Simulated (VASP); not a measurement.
# Pb (Fm-3m) in VASP: notebook, part 2 of 3

VASP 6.6.1.

## Step 3: Single point, PBE

This run uses another cell than the first one, of 30.85 Å³/atom, 1.018 times its volume.

INCAR reads:

```
SYSTEM = Pb
PREC     = Accurate       ! precision mode
ENCUT    = 500            ! plane-wave cutoff, eV
EDIFF    = 1E-6           ! SCF threshold, eV
ISMEAR   = 0              ! smearing method
SIGMA    = 0.05           ! smearing width, eV
LREAL    = .False.        ! projectors in reciprocal space
LASPH    = .True.         ! aspherical terms in the spheres
NELM     = 120            ! most SCF steps
ALGO     = Normal         ! electronic algorithm
ISIF     = 2              ! what is computed and relaxed
LWAVE    = .False.        ! write WAVECAR
LCHARG   = .False.        ! write CHGCAR
GGA      = PE             ! functional
NBANDS   = 13             ! bands
GGA_COMPAT= .False.
```

KPOINTS reads:

```
regular mesh
0
Gamma
  8 8 8
  0 0 0
```

POSCAR reads:

```
Pb
1.0
    0.0000000000      2.4894189087      2.4894189087
    2.4894189087      0.0000000000      2.4894189087
    2.4894189087      2.4894189087      0.0000000000
Pb
1
Direct
    0.0000000000      0.0000000000      0.0000000000
```

Potentials or basis: VASP PAW PBE potentials, release 64 (Pb_d).

On the command line:

```console
> cat potpaw_PBE.64/Pb_d/POTCAR > POTCAR
> mpirun -np 1 vasp_std > vasp.out
```

OUTCAR:

```text
SYSTEM = Pb
   PREC = Accurate
   ENCUT = 500
   EDIFF = 1E-6
   ISMEAR = 0
   LREAL = .False.
   LASPH = .True.
   NELM = 120
   ISIF = 2
   GGA = PE

 ion  position               nearest neighbor table
   1  0.000  0.000  0.000-

  LATTYP: Found a face centered cubic cell.
 ALAT       =     4.9788378174

  Lattice vectors:

 A1 = (   0.0000000000,   2.4894189087,   2.4894189087)
 A2 = (   2.4894189087,   0.0000000000,   2.4894189087)
 A3 = (   2.4894189087,   2.4894189087,   0.0000000000)

Analysis of symmetry for initial positions (statically):
=====================================================================
 Subroutine PRICEL returns:
 Original cell was already a primitive cell.

 Routine SETGRP: Setting up the symmetry group for a
 face centered cubic supercell.

 Subroutine GETGRP returns: Found 48 space group operations
 (whereof 48 operations were pure point group operations)
 out of a pool of 48 trial point group operations.

The static configuration has the point symmetry O_h .

Analysis of symmetry for dynamics (positions and initial velocities):
=====================================================================
 Subroutine PRICEL returns:
 Original cell was already a primitive cell.

 Routine SETGRP: Setting up the symmetry group for a
 face centered cubic supercell.

 Subroutine GETGRP returns: Found 48 space group operations
 (whereof 48 operations were pure point group operations)
 out of a pool of 48 trial point group operations.

The dynamic configuration has the point symmetry O_h .

 Subroutine INISYM returns: Found 48 space group operations
 (whereof 48 operations are pure point group operations),
 and found     1 'primitive' translations

----------------------------------------------------------------------------------------

                                     Primitive cell

  volume of cell :      30.8549

  direct lattice vectors                    reciprocal lattice vectors
     0.000000000  2.489418909  2.489418909    -0.200850085  0.200850085  0.200850085
     2.489418909  0.000000000  2.489418909     0.200850085 -0.200850085  0.200850085
     2.489418909  2.489418909  0.000000000     0.200850085  0.200850085 -0.200850085

  length of vectors
     3.520569983  3.520569983  3.520569983     0.347882552  0.347882552  0.347882552

  position of ions in fractional coordinates (direct lattice)
     0.000000000  0.000000000  0.000000000

  ion indices of the primitive-cell ions
   primitive index   ion index
                 1           1

----------------------------------------------------------------------------------------

 KPOINTS: regular mesh

Automatic generation of k-mesh.
 Grid dimensions read from file:
 generate k-points for:    8    8    8

 Generating k-lattice:

  Cartesian coordinates                     Fractional coordinates (reciprocal lattice)
    -0.025106261  0.025106261  0.025106261     0.125000000  0.000000000  0.000000000
     0.025106261 -0.025106261  0.025106261     0.000000000  0.125000000  0.000000000
     0.025106261  0.025106261 -0.025106261     0.000000000  0.000000000  0.125000000

  Length of vectors
     0.043485319  0.043485319  0.043485319

  Shift w.r.t. Gamma in fractional coordinates (k-lattice)
     0.000000000  0.000000000  0.000000000

 Subroutine IBZKPT returns following result:
 ===========================================

 Found     29 irreducible k-points:

 Following reciprocal coordinates:
            Coordinates               Weight
  0.000000  0.000000  0.000000      1.000000
  0.125000  0.000000  0.000000      8.000000
  0.250000  0.000000  0.000000      8.000000
  0.375000  0.000000  0.000000      8.000000
  0.500000  0.000000  0.000000      4.000000
  0.125000  0.125000  0.000000      6.000000
[... 16 lines left out ...]
  0.500000  0.250000  0.125000     48.000000
 -0.375000  0.250000  0.125000     24.000000
 [... further k-points ...]
   k-points           NKPTS =     29   k-points in BZ     NKDIM =     29   number of bands    NBANDS=     13
   number of dos      NEDOS =    301   number of ions     NIONS =      1
   total plane-waves  NPLWV =  21952
   dimension x,y,z NGX =    28 NGY =   28 NGZ =   28
   dimension x,y,z NGXF=    56 NGYF=   56 NGZF=   56
   ions per type =               1
   NGX,Y,Z   is equivalent  to a cutoff of  13.22, 13.22, 13.22 a.u.
   NGXF,Y,Z  is equivalent  to a cutoff of  26.44, 26.44, 26.44 a.u.
 SYSTEM =  Pb
   PREC   = accura    normal or accurate (medium, high low for compatibility)
   ISTART =      0    job   : 0-new  1-cont  2-samecut
   ICHARG =      2    charge: 1-file 2-atom 10-const
   ISPIN  =      1    spin polarized calculation?
   LNONCOLLINEAR =      F non collinear calculations
   LSORBIT =      F    spin-orbit coupling
   LASPH  =      T    aspherical Exc in radial PAW
   ENCUT  =  500.0 eV  36.75 Ry    6.06 a.u.   6.42  6.42  6.42*2*pi/ulx,y,z
   NELM   =    120;   NELMIN=  2; NELMDL= -5     # of ELM steps
   EDIFF  = 0.1E-05   stopping-criterion for ELM
   LREAL  =      F    real-space projection
   EDIFFG = 0.1E-04   stopping-criterion for IOM
   NSW    =      0    number of steps for IOM
   IBRION =     -1    ionic relax: 0-MD 1-quasi-New 2-CG
   NFREE  =      0    steps in history (QN), initial steepest desc. (CG)
   ISIF   =      2    stress and relaxation
   ISYM   =      2    0-nonsym 1-usesym 2-fastsym
   POTIM  = 0.5000    time-step for ionic-motion
   TEBEG  =    0.0;   TEEND  =   0.0 temperature during run
   PSTRESS=    0.0 pullay stress
   NELECT =      14.0000    total number of electrons
   NUPDOWN=      -1.0000    fix difference up-down
   EMIN   =  10.00;   EMAX   =-10.00  energy-range for DOS
   EFERMI =   0.00;   METHOD = LEGACY
   ISMEAR =     0;   SIGMA  =   0.05  broadening in eV -4-tet -1-fermi 0-gaus
   EFERMI_NEDOS =   21; number of points for ismear=-14 and -15
   IALGO  =     38    algorithm
   IMIX   =      4    mixing-type and parameters
     AMIX     =   0.40;   BMIX     =  1.00
     AMIX_MAG =   1.60;   BMIX_MAG =  1.00
  volume/ion in A,a.u.               =      30.85       208.22
  Fermi-wavevector in a.u.,A,eV,Ry     =   1.257987  2.377251 21.531649  1.582532
  Thomas-Fermi vector in A             =   2.391619
   LORBIT       =      0    0 simple, 1 ext, 2 COOP (PROOUT), +10 PAW based schemes
   GGA     = PE    functional components
   LHFCALC =     F    Hartree Fock is set to
   AEXX    =    0.0000 exact exchange contribution
   IVDW    =     0    specifies the selected vdW correction
   LEPSILON=     F    determine dielectric tensor
   LRPA    =     F    only Hartree local field effects (RPA)
 non-spin polarized calculation
 Gauss-broadening in eV      SIGMA  =   0.05
  energy-cutoff  :      500.00
  volume of cell :       30.85
 maximum number of plane-waves:       817
 NGX is ok and might be reduce to    28
   NGX = 13   NGY = 13   NGZ = 13

 number of electron      14.0000000 magnetization

 Free energy of the ion-electron system (eV)
  ---------------------------------------------------
  ext. energy  EPLUGINS =         0.00000000
  ---------------------------------------------------
  free energy    TOTEN  =        -3.57420139 eV

  energy without entropy =       -3.57390585  energy(sigma->0) =       -3.57405362

 E-fermi :   6.9638     XC(G=0): -10.1001

 val. band max:        6.9025626493   @ k =   0.3750   0.2500   0.0000
 cond. band min:       7.2022374472   @ k =  -0.3750   0.2500   0.0000
 fundamental gap:      0.2996747979
 Fermi energy:         6.9638003796

 k-point     1 :       0.0000    0.0000    0.0000
  band No.  band energies     occupation
      1      -9.9654      2.00000
      2      -9.9654      2.00000
      3      -9.9654      2.00000
      4      -9.8329      2.00000
      5      -9.8329      2.00000
      6      -4.5467      2.00000
      7      14.3718      0.00000
      8      14.3718      0.00000
      9      14.3718      0.00000
     10      16.8410      0.00000
     11      18.2088      0.00000
     12      19.4473      0.00000
     13      19.4473      0.00000
[... 353 lines left out ...]
 k-point    24 :      -0.3750    0.2500    0.1250
  band No.  band energies     occupation
      1      -9.9680      2.00000
      2      -9.9484      2.00000
      3      -9.8493      2.00000
      4      -9.7930      2.00000
      5      -9.7116      2.00000
      6      -0.4505      2.00000
      7       3.8723      2.00000
      8       8.4664      0.00000
      9      10.3357      0.00000
     10      15.7855      0.00000
     11      17.9340      0.00000
     12      22.1360      0.00000
     13      22.5631      0.00000

 [... further k-points ...]
[... 5 lines left out ...]
  --------------------------------------------------------------------------------------
  -------------------------------------------------------------------------------------
  Total        0.3217361      0.3217361      0.3217361     -0.0000000      0.0000000     -0.0000000
  in kB       16.7065358     16.7065358     16.7065358     -0.0000000      0.0000000     -0.0000000
  external PRESSURE =      16.7065358 kB  Pullay stress =       0.0000000 kB

 VOLUME and BASIS-vectors are now :
 -----------------------------------------------------------------------------
  energy-cutoff  :      500.00
  volume of cell :       30.85
      direct lattice vectors                 reciprocal lattice vectors
     0.000000000  2.489418909  2.489418909    -0.200850085  0.200850085  0.200850085
     2.489418909  0.000000000  2.489418909     0.200850085 -0.200850085  0.200850085
     2.489418909  2.489418909  0.000000000     0.200850085  0.200850085 -0.200850085

 POSITION                                       TOTAL-FORCE (eV/Angst)
 -----------------------------------------------------------------------------------
      0.00000      0.00000      0.00000         0.000000     -0.000000      0.000000
 -----------------------------------------------------------------------------------
    total drift:                               -0.000000     -0.000000     -0.000000

  FREE ENERGIE OF THE ION-ELECTRON SYSTEM (eV)
  ---------------------------------------------------
  free  energy   TOTEN  =        -3.5742013870 eV

  energy  without entropy=       -3.5739058487  energy(sigma->0) =       -3.57405362
```

Run time: 6.6 s. Hardware: 1 thread of Intel Xeon Platinum 8559C (Emerald Rapids), shared host; peak memory 0.15 GiB.

Results:

| Quantity | Value |
| --- | --- |
| Free energy | -3.5742 eV |
| Pressure | 1.7 GPa |
| Band gap on the k mesh | zero (band 7 reaches 14.37 eV, above the bottom of band 8 at 5.75 eV) |

Caveat: spin-orbit coupling is left out, which moves the levels of the heavy elements.

[end of part 2 of 3]
